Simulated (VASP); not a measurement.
# Al2Cl (P4/nmm) in VASP: notebook

Al2Cl is run at these levels: PBE; tasks: single point, relaxation of cell and atoms.

All numbers are computed with VASP 6.6.1; they aren't measurements. Logs are shortened: lines on timing, memory, paths and dates and some standing lists are left out, and cuts for length are marked.

## 1. The cell of the first run

It takes space group P4/nmm (No. 129, tetragonal). The conventional cell has a = 3.069 Å, b = 3.069 Å, c = 12.795 Å, α = 90.00°, β = 90.00°, γ = 90.00°. Al (site symmetry 4mm) has 4 Cl at 2.69 Å and 8 Al at 2.88 to 3.07 Å within 3.6 Å. Al (site symmetry 4mm) has 13 Al at 2.87 to 3.77 Å and 1 Cl at 3.48 Å within 3.8 Å. Within 3.6 Å of Cl (site symmetry 4mm) lie 5 Al at 2.69 to 3.48 Å and 4 Cl at 3.07 Å.

## 2. Single point, PBE

INCAR

```
PREC     = Accurate       # precision mode
ENCUT    = 520            # plane-wave cutoff, eV
EDIFF    = 1E-6           # SCF threshold, eV
ISMEAR   = 0              # smearing method
SIGMA    = 0.1            # smearing width, eV
LREAL    = False          # projectors in reciprocal space
LASPH    = True           # aspherical terms in the spheres
NELM     = 100            # most SCF steps
ALGO     = Normal         # electronic algorithm
ISIF     = 2              # what is computed and relaxed
LWAVE    = False          # write WAVECAR
LCHARG   = False          # write CHGCAR
GGA      = PE             # functional
NBANDS   = 22             # bands
```

KPOINTS

```
regular mesh
0
Gamma
  12 12 4
```

POSCAR

```
Al2Cl
1.0
    3.0689441140      0.0000000000      0.0000000000
    0.0000000000      3.0689441140      0.0000000000
    0.0000000000      0.0000000000     12.7948070807
Al Cl
4 2
Direct
    0.5000000000      0.0000000000      0.7789097045
    0.0000000000      0.5000000000      0.2210902955
    0.0000000000      0.5000000000      0.9263778109
    0.5000000000      0.0000000000      0.0736221891
    0.0000000000      0.5000000000      0.6541653562
    0.5000000000      0.0000000000      0.3458346438
```

Potentials or basis: VASP PAW PBE potentials, release 64 (Al, Cl).

Run with:

```bash
$ cat potpaw_PBE.64/Al/POTCAR potpaw_PBE.64/Cl/POTCAR > POTCAR
$ mpirun -np 1 vasp_std > vasp.out
```

OUTCAR:

```text
PREC = Accurate
   ENCUT = 520
   EDIFF = 1E-6
   ISMEAR = 0
   LREAL = False
   LASPH = True
   NELM = 100
   ISIF = 2
   GGA = PE

 ion  position               nearest neighbor table
   1  0.500  0.000  0.779-   5 2.69   5 2.69   5 2.69   5 2.69   3 2.88   3 2.88   3 2.88   3 2.88

   2  0.000  0.500  0.221-   6 2.69   6 2.69   6 2.69   6 2.69   4 2.88   4 2.88   4 2.88   4 2.88

   3  0.000  0.500  0.926-   4 2.87   4 2.87   4 2.87   4 2.87   1 2.88   1 2.88   1 2.88   1 2.88

   4  0.500  0.000  0.074-   3 2.87   3 2.87   3 2.87   3 2.87   2 2.88   2 2.88   2 2.88   2 2.88

   5  0.000  0.500  0.654-   1 2.69   1 2.69   1 2.69   1 2.69
   6  0.500  0.000  0.346-   2 2.69   2 2.69   2 2.69   2 2.69

  LATTYP: Found a simple tetragonal cell.
 ALAT       =     3.0689441140
 C/A-ratio  =     4.1691235179

  Lattice vectors:

 A1 = (   3.0689441140,   0.0000000000,   0.0000000000)
 A2 = (   0.0000000000,   3.0689441140,   0.0000000000)
 A3 = (   0.0000000000,   0.0000000000,  12.7948070807)

Analysis of symmetry for initial positions (statically):
=====================================================================
 Subroutine PRICEL returns:
 Original cell was already a primitive cell.

 Routine SETGRP: Setting up the symmetry group for a
 simple tetragonal supercell.

 Subroutine GETGRP returns: Found 16 space group operations
 (whereof  8 operations were pure point group operations)
 out of a pool of 16 trial point group operations.

The static configuration has the point symmetry D_2d.
 The point group associated with its full space group is D_4h.

Analysis of symmetry for dynamics (positions and initial velocities):
=====================================================================
 Subroutine PRICEL returns:
 Original cell was already a primitive cell.

 Routine SETGRP: Setting up the symmetry group for a
 simple tetragonal supercell.

 Subroutine GETGRP returns: Found 16 space group operations
 (whereof  8 operations were pure point group operations)
 out of a pool of 16 trial point group operations.

The dynamic configuration has the point symmetry D_2d.
 The point group associated with its full space group is D_4h.

 Subroutine INISYM returns: Found 16 space group operations
 (whereof  8 operations are pure point group operations),
 and found     1 'primitive' translations

----------------------------------------------------------------------------------------

                                     Primitive cell

  volume of cell :     120.5068

  direct lattice vectors                    reciprocal lattice vectors
     3.068944114  0.000000000  0.000000000     0.325844969  0.000000000  0.000000000
     0.000000000  3.068944114  0.000000000     0.000000000  0.325844969  0.000000000
     0.000000000  0.000000000 12.794807081     0.000000000  0.000000000  0.078156708

  length of vectors
     3.068944114  3.068944114 12.794807081     0.325844969  0.325844969  0.078156708

  position of ions in fractional coordinates (direct lattice)
     0.500000000  0.000000000  0.778909705
     0.000000000  0.500000000  0.221090295
     0.000000000  0.500000000  0.926377811
     0.500000000  0.000000000  0.073622189
     0.000000000  0.500000000  0.654165356
     0.500000000  0.000000000  0.345834644

  ion indices of the primitive-cell ions
   primitive index   ion index
                 1           1
                 2           2
                 3           3
                 4           4
                 5           5
                 6           6

----------------------------------------------------------------------------------------

 KPOINTS: regular mesh

Automatic generation of k-mesh.
 Grid dimensions read from file:
 generate k-points for:   12   12    4

 Generating k-lattice:

  Cartesian coordinates                     Fractional coordinates (reciprocal lattice)
     0.027153747  0.000000000  0.000000000     0.083333333  0.000000000  0.000000000
     0.000000000  0.027153747  0.000000000     0.000000000  0.083333333  0.000000000
     0.000000000  0.000000000  0.019539177     0.000000000  0.000000000  0.250000000

  Length of vectors
     0.027153747  0.027153747  0.019539177

  Shift w.r.t. Gamma in fractional coordinates (k-lattice)
     0.000000000  0.000000000  0.000000000

 Subroutine IBZKPT returns following result:
 ===========================================

 Found     84 irreducible k-points:

 Following reciprocal coordinates:
            Coordinates               Weight
  0.000000  0.000000  0.000000      1.000000
  0.083333  0.000000  0.000000      4.000000
  0.166667  0.000000  0.000000      4.000000
  0.250000  0.000000  0.000000      4.000000
  0.333333  0.000000  0.000000      4.000000
  0.416667  0.000000  0.000000      4.000000
[... 16 lines left out ...]
  0.333333  0.333333  0.000000      4.000000
  0.416667  0.333333  0.000000      8.000000
 [... further k-points ...]
   k-points           NKPTS =     84   k-points in BZ     NKDIM =     84   number of bands    NBANDS=     22
   number of dos      NEDOS =    301   number of ions     NIONS =      6
   total plane-waves  NPLWV =  55296
   dimension x,y,z NGX =    24 NGY =   24 NGZ =   96
   dimension x,y,z NGXF=    48 NGYF=   48 NGZF=  192
   ions per type =               4   2
   NGX,Y,Z   is equivalent  to a cutoff of  13.00, 13.00, 12.47 a.u.
   NGXF,Y,Z  is equivalent  to a cutoff of  26.00, 26.00, 24.95 a.u.
 SYSTEM =  unknown system
   PREC   = accura    normal or accurate (medium, high low for compatibility)
   ISTART =      0    job   : 0-new  1-cont  2-samecut
   ICHARG =      2    charge: 1-file 2-atom 10-const
   ISPIN  =      1    spin polarized calculation?
   LNONCOLLINEAR =      F non collinear calculations
   LSORBIT =      F    spin-orbit coupling
   LASPH  =      T    aspherical Exc in radial PAW
   ENCUT  =  520.0 eV  38.22 Ry    6.18 a.u.   5.71  5.71 23.79*2*pi/ulx,y,z
   NELM   =    100;   NELMIN=  2; NELMDL= -5     # of ELM steps
   EDIFF  = 0.1E-05   stopping-criterion for ELM
   LREAL  =      F    real-space projection
   EDIFFG = 0.1E-04   stopping-criterion for IOM
   NSW    =      0    number of steps for IOM
   IBRION =     -1    ionic relax: 0-MD 1-quasi-New 2-CG
   NFREE  =      0    steps in history (QN), initial steepest desc. (CG)
   ISIF   =      2    stress and relaxation
   ISYM   =      2    0-nonsym 1-usesym 2-fastsym
   POTIM  = 0.5000    time-step for ionic-motion
   TEBEG  =    0.0;   TEEND  =   0.0 temperature during run
   PSTRESS=    0.0 pullay stress
   NELECT =      26.0000    total number of electrons
   NUPDOWN=      -1.0000    fix difference up-down
   EMIN   =  10.00;   EMAX   =-10.00  energy-range for DOS
   EFERMI =   0.00;   METHOD = LEGACY
   ISMEAR =     0;   SIGMA  =   0.10  broadening in eV -4-tet -1-fermi 0-gaus
   EFERMI_NEDOS =   21; number of points for ismear=-14 and -15
   IALGO  =     38    algorithm
   IMIX   =      4    mixing-type and parameters
     AMIX     =   0.40;   BMIX     =  1.00
     AMIX_MAG =   1.60;   BMIX_MAG =  1.00
  volume/ion in A,a.u.               =      20.08       135.54
  Fermi-wavevector in a.u.,A,eV,Ry     =   0.981888  1.855500 13.117438  0.964104
  Thomas-Fermi vector in A             =   2.112929
   LORBIT       =      0    0 simple, 1 ext, 2 COOP (PROOUT), +10 PAW based schemes
   GGA     = PE    functional components
   LHFCALC =     F    Hartree Fock is set to
   AEXX    =    0.0000 exact exchange contribution
   IVDW    =     0    specifies the selected vdW correction
   LEPSILON=     F    determine dielectric tensor
   LRPA    =     F    only Hartree local field effects (RPA)
 non-spin polarized calculation
 Gauss-broadening in eV      SIGMA  =   0.10
  energy-cutoff  :      520.00
  volume of cell :      120.51
 maximum number of plane-waves:      3276
 NGX is ok and might be reduce to    24
   NGX = 11   NGY = 11   NGZ = 47

 number of electron      26.0000007 magnetization

 Free energy of the ion-electron system (eV)
  ---------------------------------------------------
  ext. energy  EPLUGINS =         0.00000000
  ---------------------------------------------------
  free energy    TOTEN  =       -20.25308658 eV

  energy without entropy =      -20.24664304  energy(sigma->0) =      -20.24986481

 E-fermi :   5.7052     XC(G=0):  -9.2032

 val. band max:        5.6795725866   @ k =   0.4167   0.1667   0.0000
 cond. band min:       5.7316921450   @ k =   0.4167   0.4167   0.5000
 fundamental gap:      0.0521195584
 Fermi energy:         5.7051921086

 k-point     1 :       0.0000    0.0000    0.0000
  band No.  band energies     occupation
      1     -11.6261      2.00000
      2     -11.5988      2.00000
      3      -4.5470      2.00000
      4      -3.2213      2.00000
      5      -1.5098      2.00000
      6       0.5583      2.00000
[... 14 lines left out ...]
     21      11.2545      0.00000
     22      11.9322      0.00000

 k-point     2 :       0.0833    0.0000    0.0000
  band No.  band energies     occupation
      1     -11.5746      2.00000
      2     -11.5478      2.00000
      3      -4.4427      2.00000
      4      -3.1309      2.00000
      5      -1.4340      2.00000
      6       0.6160      2.00000
[... 14 lines left out ...]
     21      11.6350      0.00000
     22      11.9161      0.00000

 k-point     3 :       0.1667    0.0000    0.0000
  band No.  band energies     occupation
      1     -11.4280      2.00000
      2     -11.4029      2.00000
      3      -4.1321      2.00000
      4      -2.8684      2.00000
      5      -1.2231      2.00000
      6       0.7421      2.00000
[... 14 lines left out ...]
     21      11.7422      0.00000
     22      12.0357      0.00000
[... 476 lines left out ...]
 k-point    23 :       0.3333    0.3333    0.0000
  band No.  band energies     occupation
      1     -10.3889      2.00000
      2     -10.3790      2.00000
      3      -1.4810      2.00000
      4      -1.0724      2.00000
      5      -0.2072      2.00000
      6      -0.0615      2.00000
[... 14 lines left out ...]
     21       9.9077      0.00000
     22      10.7410      0.00000

 k-point    24 :       0.4167    0.3333    0.0000
  band No.  band energies     occupation
      1     -10.2200      2.00000
      2     -10.2146      2.00000
      3      -1.1420      2.00000
      4      -1.0700      2.00000
      5      -0.2635      2.00000
      6      -0.1379      2.00000
[... 14 lines left out ...]
     21       9.6800      0.00000
     22      10.1503      0.00000

 [... further k-points ...]

------------------------ aborting loop because EDIFF is reached ----------------------------------------

  FORCE on cell =-STRESS in cart. coord.  units (eV):
  Direction    XX          YY          ZZ          XY          YZ          ZX
  --------------------------------------------------------------------------------------
  -------------------------------------------------------------------------------------
  Total       -0.0507956     -0.0507956     -0.0272506      0.0000000     -0.0000000      0.0000000
  in kB       -0.6753439     -0.6753439     -0.3623059      0.0000000     -0.0000000      0.0000000
  external PRESSURE =      -0.5709979 kB  Pullay stress =       0.0000000 kB

 VOLUME and BASIS-vectors are now :
 -----------------------------------------------------------------------------
  energy-cutoff  :      520.00
  volume of cell :      120.51
      direct lattice vectors                 reciprocal lattice vectors
     3.068944114  0.000000000  0.000000000     0.325844969  0.000000000  0.000000000
     0.000000000  3.068944114  0.000000000     0.000000000  0.325844969  0.000000000
     0.000000000  0.000000000 12.794807081     0.000000000  0.000000000  0.078156708

 POSITION                                       TOTAL-FORCE (eV/Angst)
 -----------------------------------------------------------------------------------
      1.53447      0.00000      9.96600         0.000000      0.000000      0.000780
      0.00000      1.53447      2.82881        -0.000000     -0.000000     -0.000780
      0.00000      1.53447     11.85283         0.000000     -0.000000      0.002180
      1.53447      0.00000      0.94198        -0.000000     -0.000000     -0.002180
      0.00000      1.53447      8.36992        -0.000000     -0.000000      0.002165
      1.53447      0.00000      4.42489         0.000000     -0.000000     -0.002165
 -----------------------------------------------------------------------------------
    total drift:                               -0.000000      0.000000      0.000000

  FREE ENERGIE OF THE ION-ELECTRON SYSTEM (eV)
  ---------------------------------------------------
  free  energy   TOTEN  =       -20.2530865845 eV

  energy  without entropy=      -20.2466430390  energy(sigma->0) =      -20.24986481
```

Wall time 93 s (1 thread of AMD EPYC 9R45 (Zen 5), shared host); peak memory 0.29 GiB.

Results:

- Free energy: -20.2531 eV
- Pressure: -0.1 GPa
- Band gap on the k mesh: zero (band 13 reaches 7.79 eV, above the bottom of band 14 at 4.45 eV)

Forces in eV/Å, atoms in the order of the input:
```
Al   0.000  0.000  0.001
Al   0.000  0.000 -0.001
Al   0.000  0.000  0.002
Al   0.000  0.000 -0.002
Cl   0.000  0.000  0.002
Cl   0.000  0.000 -0.002
```

Levels at points of the mesh, in eV from the Fermi level:
```
           k point  band 9  band 10  band 11  band 12  band 13  band 14  band 15  band 16  band 17  band 18
(0.00, 0.00, 0.00)   -3.09    -3.08    -3.08     0.31     1.55     3.50     4.05     4.05     4.26     4.85
(0.50, 0.00, 0.00)   -3.66    -3.66    -2.48    -2.48    -1.09    -1.09     2.24     2.24     5.21     5.21
(0.50, 0.50, 0.00)   -2.83    -2.83    -2.24    -2.24    -1.23    -1.23    -0.82    -0.82     0.98     0.98
(0.00, 0.00, 0.50)   -3.09    -3.08    -3.08    -0.06     1.80     3.53     4.06     4.06     4.26     4.84
(0.50, 0.00, 0.50)   -3.59    -3.59    -2.48    -2.48    -1.19    -1.19     2.43     2.43     4.93     4.93
(0.50, 0.50, 0.50)   -2.83    -2.83    -2.23    -2.23    -1.25    -1.25    -0.85    -0.85     1.02     1.02
```

Caveat: this functional lacks dispersion, which binds the layers, so the pressure and a relaxed spacing across them are unreliable.

(Part 1 of 2 ends here.)
